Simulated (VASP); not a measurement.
# WC: single point with PBE

The system is WC.

```
W C
1.0
    -2.93665   -5.08643    0.00000
     4.40498   -2.54321    0.00000
     0.00000    0.00000    5.76851
W C
8 8
Direct
  0.77426 0.50939 0.97322
  0.73941 0.48508 0.48383
  0.50962 0.03611 0.99206
  0.52849 0.98733 0.47432
  0.25355 0.51323 0.98991
  0.25853 0.52505 0.49044
  0.02669 0.99525 0.00688
  0.01097 0.00182 0.48907
  0.51962 0.68826 0.22363
  0.49788 0.68271 0.75122
  0.26139 0.18931 0.25057
  0.25786 0.18539 0.74388
  0.01029 0.64189 0.21567
  0.98136 0.67770 0.72265
  0.76755 0.17133 0.24161
  0.78671 0.17707 0.70191
```

| Item | Value |
| --- | --- |
| Program | VASP 6.6.1 |
| Task | single point |
| Functional | PBE |
| Potentials or basis | VASP PAW PBE potentials, release 64 (W_sv, C) |
| Cutoff | 520 eV |
| k mesh | 2 × 2 × 2 |
| Occupations | fermi-dirac, width 0.24 eV |
| Spin | no spin polarisation |
| Dipole correction | no |
| Further INCAR settings | LREAL = Auto; ALGO = Normal; EDIFF = 1e-06; NBANDS = 86 |

| Item | Value |
| --- | --- |
| Pressure | -0.2 GPa |
| Largest force | 4.458 eV/Å |
| Band gap on the k mesh | zero (band 72 reaches 11.05 eV, above the bottom of band 73 at 10.84 eV) |

Forces on the atoms (eV/Å):
```
W    0.908  2.899  1.385
W    1.532 -3.673 -0.958
W   -2.858  0.469 -1.422
W    3.529  0.656  2.477
W   -1.538 -1.168 -0.975
W   -1.742  1.389 -0.094
W    2.668  0.510 -2.765
W   -0.547 -1.605 -0.602
C   -0.753  1.063  0.098
C   -0.309 -0.836 -1.141
C   -1.044  0.113 -0.598
C   -0.510  0.098 -0.463
C    1.976 -0.660  2.373
C   -1.319 -1.775  0.190
C   -0.447  0.066 -1.197
C    0.454  2.456  3.693
```

Stress tensor (GPa, compression positive):
```
 3.74 -1.13  0.76
-1.13  0.45  1.43
 0.76  1.43 -4.90
```

Levels at points of the mesh, in eV from the Fermi level:
```tsv
k point	band 69	band 70	band 71	band 72	band 73	band 74	band 75	band 76
(0.00, 0.00, 0.00)	-0.94	-0.76	-0.41	-0.24	-0.11	0.55	0.86	1.52
(0.50, 0.00, 0.00)	-1.19	-0.96	-0.19	0.07	0.37	0.40	0.49	0.79
(0.00, 0.50, 0.00)	-1.03	-0.90	-0.19	-0.09	0.87	0.95	1.55	1.73
(0.50, 0.50, 0.00)	-1.83	-1.62	-1.37	-1.21	1.27	1.29	1.40	1.55
(0.00, 0.00, 0.50)	-1.23	-1.16	0.04	0.08	0.26	0.33	0.49	0.76
(0.50, 0.00, 0.50)	-1.32	-1.26	-0.94	-0.88	-0.13	-0.03	0.75	0.83
(0.00, 0.50, 0.50)	-1.36	-1.22	-1.13	-1.09	0.53	0.58	0.87	1.06
(0.50, 0.50, 0.50)	-1.75	-1.59	-1.40	-1.38	0.77	0.98	1.05	1.21
```

Wall time 3.5 min on 1 thread of Intel(R) Xeon(R) Platinum 8488C (Sapphire Rapids), with other jobs on the host, peak memory 0.32 GiB.

Caveat: the k points lie up to 0.62 Å⁻¹ apart; spin-orbit coupling is left out, which moves the levels of the heavy elements; forces of over 1 eV/Å act on the atoms, so gaps and moduli don't describe the material at rest.
